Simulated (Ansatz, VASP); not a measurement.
## Two plane-wave programs on CuSi16

```
CELL_PARAMETERS angstrom
0.00000 5.43000 5.43000
5.43000 0.00000 5.43000
5.43000 5.43000 0.00000
ATOMIC_POSITIONS crystal
Si 0.00051 0.99964 0.99894
Si 0.12951 0.12366 0.12337
Si 0.00050 0.99930 0.50096
Si 0.12477 0.12570 0.62460
Si 0.00051 0.50116 0.99885
Si 0.12500 0.62532 0.12450
Si 0.99981 0.50039 0.49926
Si 0.12468 0.62497 0.62449
Si 0.49915 0.00047 0.00058
Si 0.62309 0.12344 0.12312
Si 0.49910 0.99950 0.50071
Si 0.62286 0.12320 0.63091
Si 0.49931 0.50096 0.99900
Si 0.62298 0.63085 0.12300
Si 0.49901 0.50094 0.50070
Si 0.62506 0.62519 0.62469
Cu 0.74864 0.25056 0.25055
```

Alike in both runs: functional PBE; k mesh 2 × 2 × 2; occupations gaussian, width 0.02 eV; collinear spin.

Ansatz relaxed the structure, and its values are those at the end. VASP's run is a single point on that final structure, the one shown.

|  | VASP | Ansatz |
| --- | --- | --- |
| version | VASP 6.6.1 | Ansatz 0.2.0 |
| potentials or method | VASP PAW PBE potentials, release 64 (Si, Cu), cutoff 520 eV | scalar-relativistic, plane waves, PAW |
| valence electrons in the cell | 75 | 83 |

VASP gave:

* rms of the force components (eV/Å): 0.004
* net moment per atom (μB): 0.02
* size of the moment on the site where the two differ most (μB): 0.04

**Question.** Estimate Ansatz's values.

**Answer.** rms of the force components (eV/Å): 0.002; net moment per atom (μB): 0.01; size of the moment on the site where the two differ most (μB): 0.02.

Site moments also hang on the region over which each program counts them. VASP's potentials hold 75 valence electrons a cell and Ansatz's 83, so a difference there can come from the potentials and not from the codes.

The k mesh is coarse, so the values compare programs but aren't converged.
